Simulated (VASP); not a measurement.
Set up this calculation in VASP 6.6.1, as the native input.

| Item | Value |
| --- | --- |
| Task | single point |
| Functional | PBE |
| Potentials or basis | VASP PAW PBE potentials, release 64 (Ta_pv, H) |
| Cutoff | 520 eV |
| k mesh | 10 × 10 × 1 |
| Occupations | gaussian, width 0.1 eV |
| Spin | collinear spin, ferromagnetic start |
| Starting moments | [0.0, 0.0, 0.0, 1.0] μB |
| Dipole correction | yes |
| Further INCAR settings | ALGO = Normal; EDIFF = 1e-07; NBANDS = 29 |

The structure of Ta3H lies in POSCAR:

```
Ta3H
1.0
    2.8743098520      0.0000000000      0.0000000000
   -0.9581032840      2.7099253168      0.0000000000
    0.0000000000      0.0000000000     21.5266897253
Ta H
3 1
Direct
    0.5000000000      0.5000000000      0.1858158431
    0.0000000000      0.0000000000      0.2909732295
    0.5000000000      0.5000000000      0.3960985100
    1.0000000000      1.0000000000      0.4453397084
```

These files were run (other wordings do the same):

INCAR

```
PREC     = Accurate       # precision mode
ENCUT    = 520            # plane-wave cutoff, eV
EDIFF    = 1E-7           # SCF threshold, eV
ISMEAR   = 0              # smearing method
SIGMA    = 0.1            # smearing width, eV
LREAL    = F              # projectors in reciprocal space
LASPH    = T              # aspherical terms in the spheres
NELM     = 150            # most SCF steps
ALGO     = Normal         # electronic algorithm
ISIF     = 2              # what is computed and relaxed
LWAVE    = F              # write WAVECAR
LCHARG   = T              # write CHGCAR
ISPIN    = 2              # spin polarisation
MAGMOM   = 0 0 0 1        # initial moments
LORBIT   = 11             # projections on sites
LMAXMIX  = 4              # l up to which the mixer works
LDIPOL   = T            
IDIPOL   = 3            
DIPOL    = 0.5 0.5 0.330
GGA      = PE             # functional
LELF     = T              # ELF
LVHAR    = T            
LVACPOTAV= T            
NBANDS   = 29             # bands
```

KPOINTS

```
regular mesh
0
Gamma
  10 10 1
```

Potentials or basis: VASP PAW PBE potentials, release 64 (Ta_pv, H).

Launch:

```console
$ cat potpaw_PBE.64/Ta_pv/POTCAR potpaw_PBE.64/H/POTCAR > POTCAR
$ mpirun -np 1 vasp_std > vasp.out
```

It gave:

- Largest force: 0.583 eV/Å
- Band gap on the k mesh: zero (filled and empty bands overlap)
- Net moment: 0.00 μB per cell
- Valence electrons inside the program's atomic spheres: Ta 8.85, 8.94, 8.90; H 0.54

Caveat: spin-orbit coupling is left out, which moves the levels of the heavy elements.

Run time: 6 min on 1 thread of Intel(R) Xeon(R) 6975P-C (Granite Rapids), with other jobs on the host, peak memory 0.49 GiB.
